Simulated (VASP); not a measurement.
Input of a VASP 6.6.1 run:

File INCAR:

```
PREC = Accurate ; ENCUT = 520
EDIFF = 1E-6 ; ISMEAR = -1
SIGMA = 0.05 ; LREAL = False
LASPH = True ; NELM = 60
ALGO = Normal ; ISIF = 2
LWAVE = False ; LCHARG = True
GGA = B5 ; ALDAX = 1.0
AGGAX = 1.0 ; AGGAC = 1.0
ALDAC = 0.0 ; IVDW = 12
VDW_S6 = 1.0 ; VDW_S8 = 2.6996
VDW_A1 = 0.4298 ; VDW_A2 = 4.2359
LELF = True ; LVHAR = True
NBANDS = 35
```

File KPOINTS:

```
Automatic mesh
0
Gamma
  4 8 1
```

Contents of POSCAR:

```
Te2Mo
1.0
    6.2317438208      0.0000000000      0.0000000000
    0.0000000000      3.4093544903      0.0000000000
   -0.0839909111      0.0000000000     35.4373997734
Te Mo
4 2
Direct
    0.4292511000      0.7500000000      0.5407035800
    0.5707489000      0.2500000000      0.4592964200
    0.9208478700      0.2500000000      0.5565273200
    0.0791521300      0.7500000000      0.4434726800
    0.1813475600      0.2500000000      0.4974653700
    0.8186524400      0.7500000000      0.5025346300
```

Potentials or basis: VASP PAW PBE potentials, release 64 (Te, Mo_sv).

The run is started by

```console
$ cat potpaw_PBE.64/Te/POTCAR potpaw_PBE.64/Mo_sv/POTCAR > POTCAR
$ mpirun -np 1 vasp_std > vasp.out
```

Q: Estimate the band gap on the k mesh.

A: Zero (bands 26 and 27 overlap by 0.22 eV).

Q: Predict the dispersion energy per atom.

A: -0.999 eV.

Forces in eV/Å, atoms in the order of the input:
```
Te   0.086  0.000  0.967
Te  -0.086  0.000 -0.967
Te  -0.059  0.000  1.649
Te   0.059  0.000 -1.649
Mo   0.430  0.000  0.122
Mo  -0.430  0.000 -0.122
```

Caveat: the PAW data sets were made with another functional, which shifts forces and pressure a little; spin-orbit coupling is left out, which moves the levels of the heavy elements.
